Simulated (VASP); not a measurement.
ScAl3N4:

```
Sc Al N
1.0
    -3.22150    0.00000    0.00000
     0.00000    5.57980    0.00000
     1.61075   -2.78990   -5.06150
Sc Al N
1 3 4
Cartesian
  0.0000 1.8599 0.0000
  -1.6107 4.6498 0.0000
  -1.6108 0.9300 -2.5307
  0.0000 3.7199 -2.5307
  -1.6107 -0.9300 -3.1280
  0.0000 1.8599 -3.1280
  -1.6108 0.9300 -0.5973
  0.0000 3.7199 -0.5973
```

```yaml
Program: VASP 6.6.1
Task: relaxation of cell and atoms
Functional: r2SCAN
Potentials_or_basis: VASP PAW PBE potentials, release 64 (Sc_sv, Al, N)
Cutoff: 600 eV
k_mesh: 6 × 6 × 6
Occupations: gaussian, width 0.1 eV
Spin: no spin polarisation
```

At the start: pressure 2.6 GPa; volume 11.37 Å³/atom.

Question: Where does the relaxation end?

Answer: Over 10 steps the energy falls by 82.1 meV/atom and the volume is 11.35 Å³/atom (-0.2 %); space group Cm (No. 8, to 0.1 Å) before and after.

Step by step:
| step | energy change (eV) | largest force (eV/Å) | pressure (GPa) | volume (Å³) |
| --- | --- | --- | --- | --- |
| 1 | 0.0000 | 3.6449 | 2.57 | 90.98 |
| 2 | -0.4622 | 1.6104 | -4.66 | 93.40 |
| 3 | -0.6046 | 0.5155 | -3.12 | 92.56 |
| 4 | -0.6309 | 0.3740 | 2.25 | 89.92 |
| 5 | -0.6397 | 0.2619 | 0.39 | 90.78 |
| 6 | -0.6481 | 0.1897 | 0.19 | 90.86 |
| 7 | -0.6502 | 0.2683 | 0.04 | 90.93 |
| 8 | -0.6556 | 0.1136 | -0.18 | 91.01 |
| 9 | -0.6562 | 0.1182 | -0.29 | 91.05 |
| 10 | -0.6572 | 0.0450 | 0.13 | 90.84 |

Final structure:
```cif
data_structure
_symmetry_space_group_name_H-M 'P 1'
_symmetry_Int_Tables_number 1
_cell_length_a 3.2021
_cell_length_b 5.5955
_cell_length_c 6.0067
_cell_angle_alpha 117.732
_cell_angle_beta 105.459
_cell_angle_gamma 90.000
_cell_volume 90.84
loop_
_atom_site_label
_atom_site_type_symbol
_atom_site_fract_x
_atom_site_fract_y
_atom_site_fract_z
_atom_site_occupancy
Sc1 Sc 0.00455 0.33530 0.00910 1
Al1 Al 0.50036 0.83757 0.00071 1
Al2 Al 0.75317 0.41610 0.50635 1
Al3 Al 0.24531 0.91540 0.49063 1
N1 N 0.79926 0.12942 0.59852 1
N2 N 0.30683 0.64338 0.61365 1
N3 N 0.56880 0.21402 0.13760 1
N4 N 0.05772 0.74481 0.11543 1
```

Caveat: the PAW data sets were made with another functional, which shifts forces and pressure a little; the relaxation stopped at a loose force limit of 0.05 eV/Å, so its end isn't a converged minimum.
